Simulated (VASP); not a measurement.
# BN (P6_3mc) in VASP: notebook, part 2 of 2

VASP 6.6.1.

**6. Single point, r2SCAN (strain -0.040 along x and y, -0.040 along z)**

Contents of POSCAR:

```
BN
1.0
    2.4517820176      0.0000000000      0.0000000000
   -1.2258910088      2.1233055118      0.0000000000
    0.0000000000      0.0000000000      4.0577808000
B N
2 2
Direct
    0.6666666667      0.3333333333      0.9997240000
    0.3333333333      0.6666666667      0.4997240000
    0.6666666667      0.3333333333      0.6252760000
    0.3333333333      0.6666666667      0.1252760000
```

Contents of INCAR.step1:

```
  PREC = Accurate
  ENCUT = 520
  ISMEAR = 0
  SIGMA = 0.05
  LREAL = F
  LASPH = T
  NELM = 60
  NBANDS = 16
  GGA = PE
  ALGO = Normal
  EDIFF = 1E-4
  LWAVE = T
  LCHARG = F
```

Contents of INCAR.step2:

```
  PREC = Accurate
  ENCUT = 520
  EDIFF = 1E-6
  ISMEAR = 0
  SIGMA = 0.05
  LREAL = F
  LASPH = T
  NELM = 60
  ALGO = Normal
  ISIF = 2
  LWAVE = F
  LCHARG = F
  METAGGA = R2SCAN
  LMIXTAU = T
  NBANDS = 16
  ISTART = 1
```

Contents of KPOINTS:

```
Automatic mesh
0
Gamma
  12 12 6
```

Potentials or basis: VASP PAW PBE potentials, release 64 (B, N).

Command:

```console
$ cat potpaw_PBE.64/B/POTCAR potpaw_PBE.64/N/POTCAR > POTCAR
$ cp INCAR.step1 INCAR
$ mpirun -np 1 vasp_std > vasp.out
$ cp INCAR.step2 INCAR
$ mpirun -np 1 vasp_std > vasp.out
```

OUTCAR:

```text
PREC = Accurate
   ENCUT = 520
   EDIFF = 1E-6
   ISMEAR = 0
   LREAL = F
   LASPH = T
   NELM = 60
   ISIF = 2
   METAGGA = R2SCAN
   ISTART = 1

 ion  position               nearest neighbor table
   1  0.667  0.333  1.000-   4 1.50   4 1.50   4 1.50   3 1.52
   2  0.333  0.667  0.500-   3 1.50   3 1.50   3 1.50   4 1.52
   3  0.667  0.333  0.625-   2 1.50   2 1.50   2 1.50   1 1.52
   4  0.333  0.667  0.125-   1 1.50   1 1.50   1 1.50   2 1.52

  LATTYP: Found a hexagonal cell.
 ALAT       =     2.4517820176
[... 648 lines left out ...]
     15      27.6033      0.00000
     16      28.1836      0.00000

 [... further k-points ...]
[... 5 lines left out ...]
  --------------------------------------------------------------------------------------
  -------------------------------------------------------------------------------------
  Total        7.1523881      7.1523881      7.1481394      0.0000000     -0.0000000      0.0000000
  in kB      542.4737532    542.4737532    542.1515062      0.0000000     -0.0000000      0.0000000
  external PRESSURE =     542.3663375 kB  Pullay stress =       0.0000000 kB

 VOLUME and BASIS-vectors are now :
 -----------------------------------------------------------------------------
  energy-cutoff  :      520.00
  volume of cell :       21.12
      direct lattice vectors                 reciprocal lattice vectors
     2.451782018  0.000000000  0.000000000     0.407866602  0.235481892  0.000000000
    -1.225891009  2.123305512  0.000000000     0.000000000  0.470963785  0.000000000
     0.000000000  0.000000000  4.057780800     0.000000000  0.000000000  0.246440123

 POSITION                                       TOTAL-FORCE (eV/Angst)
 -----------------------------------------------------------------------------------
      1.22589      0.70777      4.05666         0.000000      0.000000     -0.083736
     -0.00000      1.41554      2.02777         0.000000     -0.000000     -0.083736
      1.22589      0.70777      2.53723         0.000000     -0.000000      0.083736
     -0.00000      1.41554      0.50834        -0.000000      0.000000      0.083736
 -----------------------------------------------------------------------------------
    total drift:                               -0.000000     -0.000001     -0.000497

  FREE ENERGIE OF THE ION-ELECTRON SYSTEM (eV)
  ---------------------------------------------------
  free  energy   TOTEN  =       -37.8685089359 eV

  energy  without entropy=      -37.8685089359  energy(sigma->0) =      -37.86850894
```

OSZICAR.step1:

```text
N       E                     dE             d eps       ncg     rms          rms(c)
DAV:   1     0.400229936092E+02    0.40023E+02   -0.84692E+03  2440   0.988E+02
DAV:   2    -0.345686764662E+02   -0.74592E+02   -0.70418E+02  3440   0.240E+02
DAV:   3    -0.367130925777E+02   -0.21444E+01   -0.21397E+01  2856   0.364E+01
DAV:   4    -0.367174810430E+02   -0.43885E-02   -0.43881E-02  3000   0.188E+00
DAV:   5    -0.367174908635E+02   -0.98205E-05   -0.98204E-05  2408   0.832E-02    0.105E+01
DAV:   6    -0.346321230055E+02    0.20854E+01   -0.23464E+00  3128   0.141E+01    0.514E+00
DAV:   7    -0.344111520075E+02    0.22097E+00   -0.43168E-01  3184   0.535E+00    0.297E+00
DAV:   8    -0.343775879787E+02    0.33564E-01   -0.56703E-02  2856   0.207E+00    0.281E-01
DAV:   9    -0.343765365651E+02    0.10514E-02   -0.20176E-03  2792   0.542E-01    0.161E-01
DAV:  10    -0.343767824242E+02   -0.24586E-03   -0.39783E-04  2864   0.162E-01    0.250E-02
DAV:  11    -0.343767871796E+02   -0.47554E-05   -0.29837E-05  1384   0.553E-02
   1 F= -.34376787E+02 E0= -.34376787E+02  d E =-.121320E-17
```

It took 2.3 min on 1 thread of Intel Xeon 8259CL, shared host; peak memory 0.14 GiB.

What came out:

```yaml
Free_energy: -37.8685 eV
Pressure: 54.2 GPa
Largest_force: 0.084 eV/Å
Band_gap_on_the_k_mesh: 5.52 eV (least direct gap 9.52 eV)
```

Forces in eV/Å, atoms in the order of the input:
```
B    0.000  0.000 -0.084
B    0.000  0.000 -0.084
N    0.000  0.000  0.084
N    0.000  0.000  0.084
```

Caveat: the cell differs from its parent crystal (strain -0.040 along x and y, -0.040 along z); the cell stands under pressure; the PAW data sets were made with another functional, which shifts forces and pressure a little.

**7. Summary**

```tsv
cell	gap on the mesh (eV)	pressure (GPa)	largest force (eV/Å)
a = 2.350, b = 2.350, c = 3.889 Å, angles 90.0, 90.0, 120.0°, 4 atoms	5.21	145.0	0.22
a = 2.350, b = 2.350, c = 4.227 Å, angles 90.0, 90.0, 120.0°, 4 atoms	5.01	85.9	0.54
a = 2.452, b = 2.452, c = 3.889 Å, angles 90.0, 90.0, 120.0°, 4 atoms	5.62	82.1	0.39
a = 2.350, b = 2.350, c = 4.396 Å, angles 90.0, 90.0, 120.0°, 4 atoms	4.90	65.7	0.18
a = 2.452, b = 2.452, c = 4.058 Å, angles 90.0, 90.0, 120.0°, 4 atoms	5.52	54.2	0.08
```

Alike in all rows: task single point; level r2SCAN; potentials or basis VASP PAW PBE potentials, release 64 (B, N); no spin polarisation; k mesh 12 × 12 × 6; cutoff (eV) 520; smearing gaussian 0.05 eV.

Caveats: the PAW data sets were made with another functional, which shifts forces and pressure a little; the cell stands under pressure (at least some runs); the stress differs along the axes, from 8 to 125 GPa (at least some runs); the stress differs along the axes, from 61 to 125 GPa (at least some runs); the stress differs along the axes, from -37 to 117 GPa (at least some runs).

Absolute energies hang on the potentials; compare differences alone.
